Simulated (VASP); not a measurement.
## Ga4Bi3N: single point with PBE

Ga4Bi3N:

```
N Ga Bi
1.0
     5.98731    0.00000    0.00000
     0.00000    5.98731    0.00000
     0.00000    0.00000    5.98731
N Ga Bi
1 4 3
Direct
  0.00000 0.00000 0.00000
  0.80111 0.80111 0.80111
  0.19889 0.19889 0.80111
  0.19889 0.80111 0.19889
  0.80111 0.19889 0.19889
  0.50000 0.50000 0.00000
  0.50000 0.00000 0.50000
  0.00000 0.50000 0.50000
```

```
Program                : VASP 6.6.1
Task                   : single point
Functional             : PBE
Potentials or basis    : VASP PAW PBE potentials, release 64 (N, Ga_d, Bi_d)
Cutoff                 : 520 eV
k mesh                 : 4 × 4 × 4
Occupations            : fermi-dirac, width 0.02 eV
Spin                   : no spin polarisation
Dipole correction      : no
Further INCAR settings : ALGO = Normal; EDIFF = 1e-06; NBANDS = 61
```

- Pressure: 0.1 GPa
- Largest force: 0.021 eV/Å
- Band gap on the k mesh: zero (bands 51 and 52 overlap by 0.48 eV)

Forces in eV/Å, atoms in the order of the input:
```
N    0.000  0.000  0.000
Ga  -0.012 -0.012 -0.012
Ga   0.012  0.012 -0.012
Ga   0.012 -0.012  0.012
Ga  -0.012  0.012  0.012
Bi   0.000  0.000  0.000
Bi   0.000  0.000  0.000
Bi   0.000  0.000  0.000
```

Levels at points of the mesh, in eV from the Fermi level:
```tsv
k point	band 48	band 49	band 50	band 51	band 52	band 53	band 54	band 55
(0.00, 0.00, 0.00)	-2.02	-2.02	0.27	0.27	0.27	0.42	0.42	0.91
(0.50, 0.00, 0.00)	-2.15	-2.15	-0.58	-0.58	0.47	1.39	1.54	2.23
(0.50, 0.50, 0.00)	-2.12	-2.12	-0.79	0.31	0.44	0.54	2.33	2.33
(0.50, 0.50, 0.50)	-0.49	-0.49	-0.49	0.30	0.30	0.30	0.30	0.30
```

It took 3.8 min on 1 thread of Oxide Virtual Turin-like Processor, with other jobs on the host, peak memory 0.36 GiB.

Caveat: spin-orbit coupling is left out, which moves the levels of the heavy elements.
